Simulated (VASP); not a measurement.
The system is HfO2.

```xyz
3
Lattice="0.0000 2.5579 2.5579 2.5579 0.0000 2.5579 2.5579 2.5579 0.0000" Properties=species:S:1:pos:R:3 pbc="T T T"
Hf    0.0000    0.0000    0.0000
O     1.2790    1.2790    1.2790
O     3.8369    3.8369    3.8369
```

- Program: VASP 6.6.1
- Task: relaxation of cell and atoms
- Functional: PBE
- Potentials or basis: VASP PAW PBE potentials, release 64 (Hf_pv, O)
- Cutoff: 600 eV
- k mesh: 8 × 8 × 8
- Occupations: gaussian, width 0.02 eV
- Spin: no spin polarisation

At the start: pressure -6.3 GPa; volume 11.16 Å³/atom.

Where does the relaxation end?

Over 3 steps the energy falls by 6.0 meV/atom and the volume is 10.87 Å³/atom (-2.6 %); space group Fm-3m (No. 225, to 0.05 Å).

The path:
```
step  energy change (eV)  largest force (eV/Å)  pressure (GPa)  volume (Å³)
   1              0.0000                0.0000           -6.34        33.47
   2              0.0201                0.0000           10.39        31.38
   3             -0.0179                0.0000           -0.06        32.60
```

Final structure:
```
CELL_PARAMETERS angstrom
0.00000 2.53546 2.53546
2.53546 0.00000 2.53546
2.53546 2.53546 0.00000
ATOMIC_POSITIONS crystal
Hf 0.00000 0.00000 0.00000
O 0.25000 0.25000 0.25000
O 0.75000 0.75000 0.75000
```
